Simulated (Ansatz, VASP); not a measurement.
# CaS: VASP beside Ansatz

The input INCAR:

```
SYSTEM = CaS
ALGO = Normal
EDIFF = 1E-6
ENCUT = 500
GGA = PS
GGA_COMPAT = .FALSE.
ISIF = 2
ISMEAR = 0
LASPH = .TRUE.
LCHARG = .TRUE.
LELF = .TRUE.
LREAL = .FALSE.
LVHAR = .TRUE.
LWAVE = .FALSE.
NBANDS = 15
NELM = 120
PREC = Accurate
SIGMA = 0.1
```

File KPOINTS:

```
k-points
0
G
  6 6 6
  0 0 0
```

The input POSCAR:

```
CaS
1.0
    0.0000000000      3.0726356943      3.0726356943
    3.0726356943      0.0000000000      3.0726356943
    3.0726356943      3.0726356943      0.0000000000
Ca S
1 1
Direct
    0.0000000000      0.0000000000      0.0000000000
    0.5000000000      0.5000000000      0.5000000000
```

Input for Ansatz:

```yaml
crystal:
  lattice:
    - [0.0, 3.0726356943, 3.0726356943]
    - [3.0726356943, 0.0, 3.0726356943]
    - [3.0726356943, 3.0726356943, 0.0]
  atoms:
    - { symbol: Ca, position: [0.0, 0.0, 0.0] }
    - { symbol: S, position: [0.5, 0.5, 0.5] }
basis:
  ecutwfc: 420
kpoints:
  mp_grid: { grid: [6, 6, 6] }
hamiltonian:
  xc: pbesol
scf:
  occupations: { method: gaussian, width: 0.1 }
output:
  forces: true
  stress: true
  eigenvalues: true
```

Alike in both runs: task single point; functional PBEsol; k mesh 6 × 6 × 6; occupations gaussian, width 0.1 eV; no spin polarisation.

```csv
,VASP,Ansatz
version,VASP 6.6.1,Ansatz 0.2.0
potentials or method,"VASP PAW PBE potentials, release 64 (Ca_sv, S), cutoff 500 eV","scalar-relativistic, plane waves, PAW"
valence electrons in the cell,16,16
```

|  | VASP | Ansatz | Ansatz less VASP |
| --- | --- | --- | --- |
| gap on the k mesh at the Fermi level (eV) | 2.60 | 2.60 | +0.002 |
| least direct gap on the mesh (eV) | 2.74 | 2.74 | +0.001 |
| pressure (GPa) | -9.3 | -9.3 | -0.04 |

VASP's potentials were made for PBE, not for PBEsol.
